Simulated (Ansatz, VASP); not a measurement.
**CoO: VASP beside Ansatz**

Contents of INCAR:

```
PREC = Accurate ; ENCUT = 520
EDIFF = 1E-7 ; ISMEAR = 0
SIGMA = 0.05 ; LREAL = F
LASPH = T ; NELM = 150
ALGO = Normal ; ISIF = 2
LWAVE = F ; LCHARG = F
ISPIN = 2 ; MAGMOM = 3 0
LORBIT = 11 ; LMAXMIX = 4
LDAU = T ; LDAUTYPE = 1
LDAUL = 2 -1 ; LDAUU = 4 0
LDAUJ = 0.5 0 ; LDAUPRINT = 1
GGA = PS ; NBANDS = 18
```

KPOINTS

```
Automatic mesh
0
Gamma
  9 9 9
```

POSCAR

```
CoO
1.0
   -1.5080004400      1.5080004400      2.1072503600
    1.5080004400     -1.5080004400      2.1072503600
    1.5080004400      1.5080004400     -2.1072503600
Co O
1 1
Direct
    0.0000000000      0.0000000000      0.0000000000
    0.5000000000      0.5000000000      0.0000000000
```

Input for Ansatz:

```yaml
crystal:
  lattice:
    - [-1.50800044, 1.50800044, 2.10725036]
    - [1.50800044, -1.50800044, 2.10725036]
    - [1.50800044, 1.50800044, -2.10725036]
  atoms:
    - { symbol: Co, position: [0.0, 0.0, 0.0], spin: 3.0 }
    - { symbol: O, position: [0.5, 0.5, 0.0] }
basis:
  ecutwfc: 420
  ecutrho_ratio: 4
kpoints:
  mp_grid: { grid: [9, 9, 9] }
hamiltonian:
  xc: pbesol
  hubbard: { sites: [{ site: 0, l: d, u: 4.0, j: 0.5 }] }
scf:
  occupations: { method: gaussian, width: 0.05 }
  lower_state_search: "off"
  max_iter: 150
output:
  forces: true
  stress: true
  eigenvalues: true
  populations: true
  hubbard: { sites: [{ site: 0, l: d }] }
magnetization:
  spin_polarized: true
```

Alike in both runs: task single point; functional PBEsol; k mesh 9 × 9 × 9; occupations gaussian, width 0.05 eV; collinear spin; Hubbard terms Co d U = 4.0 eV, J = 0.5 eV.

```csv
,VASP,Ansatz
version,VASP 6.6.1,Ansatz 0.2.0
potentials or method,"VASP PAW PBE potentials, release 64 (Co, O), cutoff 520 eV","scalar-relativistic, plane waves, PAW"
valence electrons in the cell,15,23
```

Ansatz gave:

* gap on the k mesh at the Fermi level (eV): none
* pressure (GPa): -4.6
* traceless stress, the component that is largest in VASP (GPa): -6.04
* net moment per atom (μB): 1.50
* size of the moment on the site where the two differ most (μB): 2.59

Q: Estimate VASP's values.

A: gap on the k mesh at the Fermi level (eV): none; pressure (GPa): -8.8; traceless stress, the component that is largest in VASP (GPa): -6.26; net moment per atom (μB): 1.50; size of the moment on the site where the two differ most (μB): 2.75.

VASP's potentials were made for PBE, not for PBEsol. Site moments also hang on the region over which each program counts them. The programs project onto different local orbitals, so the same U acts differently, and such runs can settle in different states. A gap of «none» marks a metal or a gap that the smearing closes. VASP's potentials hold 15 valence electrons a cell and Ansatz's 23, so a difference there can come from the potentials and not from the codes. Ansatz's warnings: filled band counts differ across k points.
